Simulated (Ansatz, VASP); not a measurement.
## C in VASP and in Ansatz

INCAR

```
SYSTEM = C
PREC = Accurate
ENCUT = 520
EDIFF = 1E-6
ISMEAR = 0
SIGMA = 0.15
LREAL = .False.
LASPH = .True.
NELM = 100
ALGO = Normal
ISIF = 2
LWAVE = .False.
LCHARG = .False.
GGA = PS
NBANDS = 16
```

Contents of KPOINTS:

```
Automatic mesh
0
Gamma
  18 18 6
  0 0 0
```

The input POSCAR:

```
C
1.0
    2.4014445374      0.0000000000      0.0000000000
   -1.2007222687      2.1293252536      0.0000000000
    0.0000000000      0.0000000000      7.2458067263
C
4
Direct
   -0.0577479467      0.0000000000      0.0025000000
    0.0577479467      0.0000000000      0.5025000000
    0.2755800112      0.6666666667      0.0025000000
    0.7244199888      0.3333333333      0.5025000000
```

Input for Ansatz:

```yaml
crystal:
  lattice:
    - [2.4014445374, 0.0, 0.0]
    - [-1.2007222687, 2.1293252536, 0.0]
    - [0.0, 0.0, 7.2458067263]
  atoms:
    - { symbol: C, position: [-0.0577479467, 0.0, 0.0025] }
    - { symbol: C, position: [0.0577479467, 0.0, 0.5025] }
    - { symbol: C, position: [0.2755800112, 0.6666666667, 0.0025] }
    - { symbol: C, position: [0.7244199888, 0.3333333333, 0.5025] }
basis:
  ecutwfc: 520.0
kpoints:
  mp_grid: { grid: [18, 18, 6] }
hamiltonian:
  xc: pbesol
  pseudopotentials: { kind: paw, azcp: { folder: soft_1 } }
scf:
  occupations: { method: gaussian, width: 0.15 }
output:
  forces: true
  stress: true
  eigenvalues: true
```

Change from the starting cell: mode 4 frozen in at -0.142 Å, normal strain along x -0.0233.

Alike in both runs: task single point; functional PBEsol; k mesh 18 × 18 × 6; occupations gaussian, width 0.15 eV; no spin polarisation.

|  | VASP | Ansatz |
| --- | --- | --- |
| version | VASP 6.6.1 | Ansatz 0.2.0 |
| potentials or method | VASP PAW PBE potentials, release 64 (C), cutoff 520 eV | scalar-relativistic, plane waves, PAW |
| valence electrons in the cell | 16 | 16 |

```tsv
	VASP	Ansatz	Ansatz less VASP
gap on the k mesh at the Fermi level (eV)	0.18	0.18	-0.001
least direct gap on the mesh (eV)	0.18	0.18	-0.001
pressure (GPa)	10.5	9.8	-0.70
traceless stress, the component that is largest in VASP (GPa)	15.73	15.31	-0.423
rms of the force components (eV/Å)	0.196	0.193	-0.0032
```

VASP's potentials were made for PBE, not for PBEsol, and Ansatz warns of the same on its side. Atom by atom the forces differ by 0.003 eV/Å (rms over components). With one functional, cell and mesh, what is left measures potentials, basis and numerics.
